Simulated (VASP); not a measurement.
# InAs (zincblende type) (F-43m) in VASP: notebook

InAs (zincblende type) is run at these levels: LDA; tasks: single point.

All numbers are computed with VASP 6.6.1; they aren't measurements. Logs are shortened: lines on timing, memory, paths and dates and some standing lists are left out, and cuts for length are marked.

## 1. The cell of the first run

It takes space group F-43m (No. 216, cubic). The conventional cell has a = 4.938 Å, b = 4.938 Å, c = 4.938 Å, α = 90.00°, β = 90.00°, γ = 90.00°. Within 2.8 Å of In (site symmetry -43m) lie 4 As at 2.14 Å. Within 2.8 Å of As (site symmetry -43m) lie 4 In at 2.14 Å.

## 2. Single point, LDA (volume scaled by 0.55)

Contents of INCAR:

```
SYSTEM = InAs
PREC = Accurate
ENCUT = 520
EDIFF = 1E-7
ISMEAR = -1
SIGMA = 0.08
LREAL = .False.
LASPH = .True.
NELM = 80
ALGO = Normal
ISIF = 2
LWAVE = .False.
LCHARG = .True.
GGA = CA
LELF = .True.
LVHAR = .True.
NBANDS = 16
```

Contents of KPOINTS:

```
Automatic mesh
0
Gamma
  11 11 11
  0 0 0
```

Contents of POSCAR:

```
InAs
1.0
    0.0000000000      2.4689768398      2.4689768398
    2.4689768398      0.0000000000      2.4689768398
    2.4689768398      2.4689768398      0.0000000000
In As
1 1
Direct
    0.0000000000      0.0000000000      0.0000000000
    0.2500000000      0.2500000000      0.2500000000
```

Potentials or basis: VASP PAW LDA potentials, release 64 (In_d, As).

Command:

```bash
cat potpaw_LDA.64/In_d/POTCAR potpaw_LDA.64/As/POTCAR > POTCAR
mpirun -np 1 vasp_std > vasp.out
```

OUTCAR:

```text
SYSTEM = InAs
   PREC = Accurate
   ENCUT = 520
   EDIFF = 1E-7
   ISMEAR = -1
   LREAL = .False.
   LASPH = .True.
   NELM = 80
   ISIF = 2
   GGA = CA

 ion  position               nearest neighbor table
   1  0.000  0.000  0.000-   2 2.14   2 2.14   2 2.14   2 2.14
   2  0.250  0.250  0.250-   1 2.14   1 2.14   1 2.14   1 2.14

  LATTYP: Found a face centered cubic cell.
 ALAT       =     4.9379536796

  Lattice vectors:

 A1 = (   0.0000000000,   2.4689768398,   2.4689768398)
 A2 = (   2.4689768398,   0.0000000000,   2.4689768398)
 A3 = (   2.4689768398,   2.4689768398,   0.0000000000)

Analysis of symmetry for initial positions (statically):
=====================================================================
 Subroutine PRICEL returns:
 Original cell was already a primitive cell.

 Routine SETGRP: Setting up the symmetry group for a
 face centered cubic supercell.

 Subroutine GETGRP returns: Found 24 space group operations
 (whereof 24 operations were pure point group operations)
 out of a pool of 48 trial point group operations.

The static configuration has the point symmetry T_d .

Analysis of symmetry for dynamics (positions and initial velocities):
=====================================================================
 Subroutine PRICEL returns:
 Original cell was already a primitive cell.

 Routine SETGRP: Setting up the symmetry group for a
 face centered cubic supercell.

 Subroutine GETGRP returns: Found 24 space group operations
 (whereof 24 operations were pure point group operations)
 out of a pool of 48 trial point group operations.

The dynamic configuration has the point symmetry T_d .

 Subroutine INISYM returns: Found 24 space group operations
 (whereof 24 operations are pure point group operations),
 and found     1 'primitive' translations

----------------------------------------------------------------------------------------

                                     Primitive cell

  volume of cell :      30.1010

  direct lattice vectors                    reciprocal lattice vectors
     0.000000000  2.468976840  2.468976840    -0.202513038  0.202513038  0.202513038
     2.468976840  0.000000000  2.468976840     0.202513038 -0.202513038  0.202513038
     2.468976840  2.468976840  0.000000000     0.202513038  0.202513038 -0.202513038
[... 74 lines left out ...]
 SYSTEM =  InAs
   PREC   = accura    normal or accurate (medium, high low for compatibility)
   ISTART =      0    job   : 0-new  1-cont  2-samecut
   ICHARG =      2    charge: 1-file 2-atom 10-const
   ISPIN  =      1    spin polarized calculation?
   LNONCOLLINEAR =      F non collinear calculations
   LSORBIT =      F    spin-orbit coupling
   LASPH  =      T    aspherical Exc in radial PAW
   ENCUT  =  520.0 eV  38.22 Ry    6.18 a.u.   6.49  6.49  6.49*2*pi/ulx,y,z
   NELM   =     80;   NELMIN=  2; NELMDL= -5     # of ELM steps
   EDIFF  = 0.1E-06   stopping-criterion for ELM
   LREAL  =      F    real-space projection
   EDIFFG = 0.1E-05   stopping-criterion for IOM
   NSW    =      0    number of steps for IOM
   IBRION =     -1    ionic relax: 0-MD 1-quasi-New 2-CG
   NFREE  =      0    steps in history (QN), initial steepest desc. (CG)
   ISIF   =      2    stress and relaxation
   ISYM   =      2    0-nonsym 1-usesym 2-fastsym
   POTIM  = 0.5000    time-step for ionic-motion
   TEBEG  =    0.0;   TEEND  =   0.0 temperature during run
   PSTRESS=    0.0 pullay stress
   NELECT =      18.0000    total number of electrons
   NUPDOWN=      -1.0000    fix difference up-down
   EMIN   =  10.00;   EMAX   =-10.00  energy-range for DOS
   EFERMI =   0.00;   METHOD = LEGACY
   ISMEAR =    -1;   SIGMA  =   0.08  broadening in eV -4-tet -1-fermi 0-gaus
   EFERMI_NEDOS =   21; number of points for ismear=-14 and -15
   IALGO  =     38    algorithm
   IMIX   =      4    mixing-type and parameters
     AMIX     =   0.40;   BMIX     =  1.00
     AMIX_MAG =   1.60;   BMIX_MAG =  1.00
  volume/ion in A,a.u.               =      15.05       101.57
  Fermi-wavevector in a.u.,A,eV,Ry     =   1.379236  2.606379 25.882261  1.902293
  Thomas-Fermi vector in A             =   2.504224
   LORBIT       =      0    0 simple, 1 ext, 2 COOP (PROOUT), +10 PAW based schemes
   GGA     = CA    functional components
   LHFCALC =     F    Hartree Fock is set to
   AEXX    =    0.0000 exact exchange contribution
   IVDW    =     0    specifies the selected vdW correction
   LEPSILON=     F    determine dielectric tensor
   LRPA    =     F    only Hartree local field effects (RPA)
 non-spin polarized calculation
  energy-cutoff  :      520.00
  volume of cell :       30.10
 maximum number of plane-waves:       869
 NGX is ok and might be reduce to    28
   NGX = 13   NGY = 13   NGZ = 13

 number of electron      18.0000006 magnetization

 Free energy of the ion-electron system (eV)
  ---------------------------------------------------
  ext. energy  EPLUGINS =         0.00000000
  ---------------------------------------------------
  free energy    TOTEN  =        -2.65385664 eV

  energy without entropy =       -2.65185921  energy(sigma->0) =       -2.65285792

 E-fermi :  13.4376     XC(G=0): -12.3038

 val. band max:       13.4103567126   @ k =   0.4545   0.4545   0.0000
 cond. band min:      13.5443112096   @ k =   0.0000   0.0000   0.0000
 fundamental gap:      0.1339544970
 Fermi energy:        13.4376004523

 k-point     1 :       0.0000    0.0000    0.0000
  band No.  band energies     occupation
      1      -4.5893      2.00000
      2      -4.2727      2.00000
      3      -4.2727      2.00000
      4      -4.2727      2.00000
      5      -3.5942      2.00000
      6      -3.5942      2.00000
[... 433 lines left out ...]
      3      -4.1122      2.00000
      4      -3.6433      2.00000
      5      -3.6068      2.00000
      6      -2.3018      2.00000
[... 8 lines left out ...]
     15      25.2546      0.00000
     16      25.9290      0.00000

 [... further k-points ...]
[... 5 lines left out ...]
  --------------------------------------------------------------------------------------
  -------------------------------------------------------------------------------------
  Total       26.8530377     26.8530377     26.8530377     -0.0000000     -0.0000000      0.0000000
  in kB     1429.2985730   1429.2985730   1429.2985730     -0.0000000     -0.0000000      0.0000000
  external PRESSURE =    1429.2985730 kB  Pullay stress =       0.0000000 kB

 VOLUME and BASIS-vectors are now :
 -----------------------------------------------------------------------------
  energy-cutoff  :      520.00
  volume of cell :       30.10
      direct lattice vectors                 reciprocal lattice vectors
     0.000000000  2.468976840  2.468976840    -0.202513038  0.202513038  0.202513038
     2.468976840  0.000000000  2.468976840     0.202513038 -0.202513038  0.202513038
     2.468976840  2.468976840  0.000000000     0.202513038  0.202513038 -0.202513038

 POSITION                                       TOTAL-FORCE (eV/Angst)
 -----------------------------------------------------------------------------------
      0.00000      0.00000      0.00000        -0.000000     -0.000000     -0.000000
      1.23449      1.23449      1.23449         0.000000      0.000000      0.000000
 -----------------------------------------------------------------------------------
    total drift:                               -0.000001     -0.000001     -0.000001

  FREE ENERGIE OF THE ION-ELECTRON SYSTEM (eV)
  ---------------------------------------------------
  free  energy   TOTEN  =        -2.6538566387 eV

  energy  without entropy=       -2.6518592051  energy(sigma->0) =       -2.65285792
```

OSZICAR:

```text
N       E                     dE             d eps       ncg     rms          rms(c)
DAV:   1     0.125620610271E+03    0.12562E+03   -0.87349E+03  1832   0.150E+03
DAV:   2     0.379977944572E+01   -0.12182E+03   -0.11601E+03  1968   0.342E+02
DAV:   3    -0.344611532930E+01   -0.72459E+01   -0.72080E+01  2208   0.781E+01
DAV:   4    -0.359484344885E+01   -0.14873E+00   -0.14869E+00  2280   0.111E+01
DAV:   5    -0.360115829298E+01   -0.63148E-02   -0.63148E-02  2472   0.215E+00    0.131E+01
DAV:   6    -0.286724676244E+01    0.73391E+00   -0.51359E-01  2696   0.188E+01    0.637E+00
DAV:   7    -0.266388025642E+01    0.20337E+00   -0.38751E-01  2480   0.881E+00    0.117E+00
DAV:   8    -0.265648858620E+01    0.73917E-02   -0.44539E-02  2200   0.255E+00    0.111E+00
DAV:   9    -0.265402906281E+01    0.24595E-02   -0.32307E-03  2408   0.404E-01    0.491E-01
DAV:  10    -0.265393631935E+01    0.92743E-04   -0.78266E-04  2472   0.846E-01    0.268E-01
DAV:  11    -0.265387275076E+01    0.63569E-04   -0.15240E-04  2376   0.250E-01    0.137E-01
DAV:  12    -0.265385631060E+01    0.16440E-04   -0.32180E-05  2240   0.596E-02    0.129E-02
DAV:  13    -0.265385664084E+01   -0.33024E-06   -0.31298E-06  2264   0.112E-02    0.585E-03
DAV:  14    -0.265385663873E+01    0.21146E-08   -0.41472E-08  1624   0.237E-03
   1 F= -.26538566E+01 E0= -.26528579E+01  d E =-.199743E-02
```

stdout:

```text
POSCAR found type information on POSCAR InAs
 POSCAR found :  2 types and       2 ions
 scaLAPACK will be used
 LDA part: xc-table for (Slater(with rela. corr.)+CA(PZ))
 , standard interpolation
 POSCAR, INCAR and KPOINTS ok, starting setup
 FFT: planning ... GRIDC
 FFT: planning ... GRID_SOFT
 FFT: planning ... GRID
 WAVECAR not read
 entering main loop
```

Run time: 21 s. Hardware: 1 thread of Intel Xeon Platinum 8559C (Emerald Rapids), shared host; peak memory 0.15 GiB.

Results:

* Free energy: -2.6539 eV
* Pressure: 142.9 GPa
* Band gap on the k mesh: zero (band 9 reaches 13.54 eV, above the bottom of band 10 at 13.41 eV)

Levels at points of the mesh, in eV from the Fermi level:
| k point | band 5 | band 6 | band 7 | band 8 | band 9 | band 10 | band 11 | band 12 | band 13 | band 14 |
| --- | --- | --- | --- | --- | --- | --- | --- | --- | --- | --- |
| (0.00, 0.00, 0.00) | -17.03 | -17.03 | 0.11 | 0.11 | 0.11 | 2.09 | 3.50 | 3.50 | 3.50 | 9.49 |

Caveat: spin-orbit coupling is left out, which moves the levels of the heavy elements.

## 3. Single point, LDA (volume scaled by 0.55)

Contents of INCAR:

```
PREC     = Accurate       # precision mode
ENCUT    = 520            # plane-wave cutoff, eV
EDIFF    = 1E-6           # SCF threshold, eV
ISMEAR   = -1             # smearing method
SIGMA    = 0.08           # smearing width, eV
LREAL    = F              # projectors in reciprocal space
LASPH    = T              # aspherical terms in the spheres
NELM     = 80             # most SCF steps
ALGO     = Normal         # electronic algorithm
ISIF     = 2              # what is computed and relaxed
LWAVE    = F              # write WAVECAR
LCHARG   = T              # write CHGCAR
LELF     = T              # ELF
LVHAR    = T            
NBANDS   = 16             # bands
```

Contents of KPOINTS:

```
regular mesh
0
Gamma
  11 11 11
```

POSCAR is that of step 2.

Potentials or basis: VASP PAW LDA potentials, release 64 (In_d, As).

Command:

```bash
cat potpaw_LDA.64/In_d/POTCAR potpaw_LDA.64/As/POTCAR > POTCAR
mpirun -np 1 vasp_std > vasp.out
```

It took 22 s on 1 thread of Intel Xeon Platinum 8559C (Emerald Rapids), shared host; peak memory 0.15 GiB.

Results (log left out):

```
Free energy            : -2.6539 eV
Pressure               : 142.9 GPa
Band gap on the k mesh : zero (band 9 reaches 13.54 eV, above the bottom of band 10 at 13.41 eV)
```

Levels at points of the mesh, in eV from the Fermi level:
| k point | band 5 | band 6 | band 7 | band 8 | band 9 | band 10 | band 11 | band 12 | band 13 | band 14 |
| --- | --- | --- | --- | --- | --- | --- | --- | --- | --- | --- |
| (0.00, 0.00, 0.00) | -17.03 | -17.03 | 0.11 | 0.11 | 0.11 | 2.09 | 3.50 | 3.50 | 3.50 | 9.49 |

Caveat: spin-orbit coupling is left out, which moves the levels of the heavy elements.
